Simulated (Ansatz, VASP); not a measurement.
H9ClO4 in VASP and in Ansatz

```
CELL_PARAMETERS angstrom
6.05778 0.00000 0.00000
0.00000 6.05778 0.00000
0.00000 0.00000 6.05778
ATOMIC_POSITIONS crystal
O 0.99132 0.45136 0.10908
O 0.24582 0.14442 0.96116
O 0.84151 0.11262 0.37213
O 0.18941 0.84418 0.26599
H 0.89660 0.49729 0.98691
H 0.10057 0.34026 0.04210
H 0.24329 0.01650 0.07038
H 0.39811 0.17736 0.92418
H 0.87810 0.24459 0.28080
H 0.69838 0.06365 0.31975
H 0.05989 0.92879 0.32311
H 0.12762 0.70433 0.20687
H 0.48788 0.67624 0.63750
Cl 0.53670 0.63419 0.84179
```

Alike in both runs: functional PBEsol; k mesh 1 × 1 × 1; occupations fermi-dirac, width 0.02 eV; no spin polarisation.

Ansatz relaxed the structure, and its values are those at the end. VASP's run is a single point on that final structure, the one shown.

|  | VASP | Ansatz |
| --- | --- | --- |
| version | VASP 6.6.1 | Ansatz 0.2.0 |
| potentials or method | VASP PAW PBE potentials, release 64 (O, H, Cl), cutoff 520 eV | scalar-relativistic, plane waves, PAW |
| valence electrons in the cell | 40 | 40 |

```csv
,VASP,Ansatz,Ansatz less VASP
rms of the force components (eV/Å),0.082,0.035,-0.0468
```

VASP's potentials were made for PBE, not for PBEsol. With one functional, cell and mesh, what is left measures potentials, basis and numerics.
